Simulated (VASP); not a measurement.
A run of VASP 6.6.1 is set up as follows.

The input POSCAR:

```
Al
1.0
    5.7275650000      0.0000000000      0.0000000000
    4.2956740000      7.4403250000      0.0000000000
    0.0000000000      0.0000000000     16.6765370000
Al
19
Direct
    0.1666665958      0.1111111410      0.0599644878
    0.6666666831      0.1111111410      0.0599644878
    0.1666667458      0.4444444295      0.0599644878
    0.6666666585      0.4444444295      0.0599644878
    0.1666666204      0.7777778524      0.0599644878
    0.6666667077      0.7777778524      0.0599644878
   -0.1728678391      0.2195478020      0.1974870442
    0.3247522601      0.2217128956      0.1979840899
   -0.1737596556      0.5545592430      0.1971261180
    0.3250404614      0.5550143307      0.1959015232
   -0.1699231330      0.8869862540      0.1966106632
    0.3335551875      0.8887771704      0.1969326725
    0.0163079017     -0.0120841495      0.3313006771
    0.5081334402      0.0022626700      0.3367841297
   -0.0248840838      0.3318660139      0.3374739612
    0.4612209746      0.3499511110      0.3313148887
   -0.0148885498      0.6665724952      0.3339054145
    0.4935650711      0.6696911761      0.3333187820
    0.7187994015      0.1584211711      0.4592512822
```

Contents of INCAR.step1:

```
SYSTEM = Al
  PREC = Accurate
  ENCUT = 520
  ISMEAR = 0
  SIGMA = 0.05
  LREAL = Auto
  LASPH = .True.
  NELM = 100
  NBANDS = 44
  GGA = PE
  ALGO = Normal
  EDIFF = 1E-4
  LWAVE = .True.
  LCHARG = .False.
```

The input INCAR.step2:

```
SYSTEM = Al
  PREC = Accurate
  ENCUT = 520
  EDIFF = 1E-6
  ISMEAR = 0
  SIGMA = 0.05
  LREAL = Auto
  LASPH = .True.
  NELM = 100
  ALGO = Normal
  ISIF = 2
  LWAVE = .False.
  LCHARG = .True.
  METAGGA = R2SCAN
  LMIXTAU = .True.
  IVDW = 12
  VDW_S6 = 1.0
  VDW_S8 = 0.78981345
  VDW_A1 = 0.49484001
  VDW_A2 = 5.73083694
  LELF = .True.
  LVHAR = .True.
  NBANDS = 44
  ISTART = 1
```

The input KPOINTS:

```
Automatic mesh
0
Gamma
  4 3 1
  0 0 0
```

Potentials or basis: VASP PAW PBE potentials, release 64 (Al).

The run is started by

```console
$ cat potpaw_PBE.64/Al/POTCAR > POTCAR
$ cp INCAR.step1 INCAR
$ mpirun -np 1 vasp_std > vasp.out
$ cp INCAR.step2 INCAR
$ mpirun -np 1 vasp_std > vasp.out
```

(1) Estimate the dispersion energy per atom.

(2) Predict the band gap on the k mesh.

(3) Predict the largest force.

Answers

(1) -0.100 eV.

(2) zero (an odd number of electrons rules out a gap without spin polarisation).

(3) 0.122 eV/Å.

Caveat: there is no dipole correction, which matters where the two faces differ; the PAW data sets were made with another functional, which shifts forces and pressure a little.
